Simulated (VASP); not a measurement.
Crystal: Hf4Si.

```
CELL_PARAMETERS angstrom
3.15000 0.00000 0.00000
-1.57500 2.72798 0.00000
0.00000 0.00000 11.50000
ATOMIC_POSITIONS crystal
Hf 0.66667 0.33333 0.81000
Hf 0.33333 0.66667 0.19000
Hf 0.66667 0.33333 0.40000
Hf 0.33333 0.66667 0.60000
Si 0.00000 0.00000 0.00000
```

- Program: VASP 6.6.1
- Task: relaxation of cell and atoms
- Functional: PBE
- Potentials or basis: VASP PAW PBE potentials, release 64 (Hf_pv, Si)
- Cutoff: 600 eV
- k mesh: 6 × 6 × 2
- Occupations: gaussian, width 0.2 eV
- Spin: no spin polarisation

At the start: pressure 7.3 GPa; volume 19.76 Å³/atom.

Q: How do energy, volume and symmetry change on relaxing?

A: Over 10 steps the energy falls by 63.9 meV/atom and the volume is 21.01 Å³/atom (+6.3 %); space group P-3m1 (No. 164, to 0.1 Å) before and after.

The path:
```tsv
step	energy change (eV)	largest force (eV/Å)	pressure (GPa)	volume (Å³)
1	0.0000	0.9211	7.25	98.82
2	-0.0729	0.5207	-6.88	112.15
3	-0.2015	0.6624	-1.34	106.00
4	-0.2656	0.3796	-0.65	105.23
5	-0.2992	0.2310	0.44	104.24
6	-0.2999	0.2087	0.61	104.08
7	-0.3154	0.0849	-0.38	105.22
8	-0.3167	0.0390	-0.78	105.70
9	-0.3158	0.0645	0.91	104.31
10	-0.3193	0.0217	-0.01	105.05
```

Final structure:
```xyz
5
Lattice="3.1965 0.0000 0.0000 -1.5982 2.7682 0.0000 0.0000 0.0000 11.8721" Properties=species:S:1:pos:R:3 pbc="T T T"
Hf    1.5982    0.9227    9.7327
Hf    0.0000    1.8455    2.1394
Hf    1.5982    0.9227    4.6122
Hf    0.0000    1.8455    7.2599
Si    0.0000    0.0000    0.0000
```

Caveat: the k points lie up to 0.38 Å⁻¹ apart in the final cell, too coarse for converged energies and pressures of a metal.
